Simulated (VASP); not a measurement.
Set up this calculation in VASP 6.6.1, as the native input.

- Task: single point
- Functional: LDA
- Potentials or basis: VASP PAW LDA potentials, release 64 (Ir_sv_GW)
- Cutoff: 560 eV
- k mesh: 22 × 22 × 22
- Occupations: gaussian, width 0.15 eV
- Spin: no spin polarisation
- Dipole correction: no
- Further INCAR settings: ALGO = Normal; EDIFF = 1e-06; NBANDS = 14

The structure of Ir lies in POSCAR:

```
Ir
1.0
    0.0000000000      1.8402976836      1.9880735875
    1.8402976836      0.0000000000      1.9880735875
    1.8402976836      1.8402976836      0.0000000000
Ir
1
Direct
    0.0000000000      0.0000000000      0.0000000000
```

These files were run (other wordings do the same):

INCAR

```
SYSTEM = Ir
ALGO = Normal
EDIFF = 1E-6
ENCUT = 560
GGA = CA
GGA_COMPAT = .False.
ISIF = 2
ISMEAR = 0
LASPH = .True.
LCHARG = .False.
LREAL = .False.
LWAVE = .False.
NBANDS = 14
NELM = 120
PREC = Accurate
SIGMA = 0.15
```

KPOINTS

```
k-points
0
Gamma
  22 22 22
  0 0 0
```

Potentials or basis: VASP PAW LDA potentials, release 64 (Ir_sv_GW).

Launch:

```sh
$ cat potpaw_LDA.64/Ir_sv_GW/POTCAR > POTCAR
$ mpirun -np 1 vasp_std > vasp.out
```

It gave:

| Item | Value |
| --- | --- |
| Pressure | 13.3 GPa |
| Band gap on the k mesh | zero (an odd number of electrons rules out a gap without spin polarisation) |

Caveat: the stress differs along the axes, from -9 to 25 GPa; spin-orbit coupling is left out, which moves the levels of the heavy elements.

Wall time 43 s on 1 thread of Intel(R) Xeon(R) 6975P-C (Granite Rapids), on a shared host, peak memory 0.28 GiB.
